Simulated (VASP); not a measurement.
# Bi: single point with PBEsol

Crystal: Bi.

```
CELL_PARAMETERS angstrom
-1.95682 1.95682 1.95682
1.95682 -1.95682 1.95682
1.95682 1.95682 -1.95682
ATOMIC_POSITIONS crystal
Bi 0.00000 0.00000 0.00000
```

- Program: VASP 6.6.1
- Task: single point
- Functional: PBEsol
- Potentials or basis: VASP PAW PBE potentials, release 64 (Bi_d)
- Cutoff: 520 eV
- k mesh: 16 × 16 × 16
- Occupations: gaussian, width 0.1 eV
- Spin: no spin polarisation
- Dipole correction: no
- Further INCAR settings: ALGO = Normal; EDIFF = 1e-06; NBANDS = 14

```json
{"Pressure": "-0.1 GPa"}
```

Levels at points of the mesh, in eV from the Fermi level:
```csv
k point,band 3,band 4,band 5,band 6,band 7,band 8,band 9,band 10,band 11,band 12
"(0.00, 0.00, 0.00)",-22.96,-22.82,-22.82,-13.78,5.41,5.41,5.41,9.61,10.50,10.50
"(0.50, 0.00, 0.00)",-22.83,-22.83,-22.72,-10.52,-5.29,1.66,3.57,6.11,7.68,12.63
"(0.50, 0.50, 0.50)",-22.75,-22.75,-22.75,-8.24,-1.87,-1.87,-1.87,3.50,3.50,15.51
```

Wall time 38 s on 1 thread of AMD EPYC 7R43 64-Core Processor (Zen 3) (shared host), peak memory 0.16 GiB.

Caveat: the PAW data sets were made with another functional, which shifts forces and pressure a little; spin-orbit coupling is left out, which moves the levels of the heavy elements.
